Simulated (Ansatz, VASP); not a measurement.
# One calculation of Li2O, two programs

```xyz
3
Lattice="0.0000 2.2624 2.2624 2.2624 0.0000 2.2624 2.2624 2.2624 0.0000" Properties=species:S:1:pos:R:3 pbc="T T T"
Li    1.1312    1.1312    1.1312
Li    3.3935    3.3935    3.3935
O     0.0000    0.0000    0.0000
```

Change from the starting cell: volume scaled by 0.94, PAW files.

Alike in both runs: task electric field gradients; functional PBEsol; k mesh 9 × 9 × 9; occupations fermi-dirac, width 0.03 eV; no spin polarisation.

|  | VASP | Ansatz |
| --- | --- | --- |
| version | VASP 6.6.1 | Ansatz 0.2.0 |
| potentials or method | VASP PAW PBE potentials, release 64 (Li_sv, O) | PAW with Ansatz's default frozen-core files, scalar-relativistic |
| plane-wave cutoff (eV) | 650 | 420 |
| valence electrons in the cell | 12 | 12 |

VASP gave:

| Property | Result |
| --- | --- |
| gap on the k mesh at the Fermi level (eV) | 5.04 |
| pressure (GPa) | 3.2 |

What did Ansatz give for the same quantities?

gap on the k mesh at the Fermi level (eV): 5.06; pressure (GPa): 3.2.

VASP's potentials were made for PBE, not for PBEsol. The functional is the same, so the differences come from potentials, cutoffs and numerics.
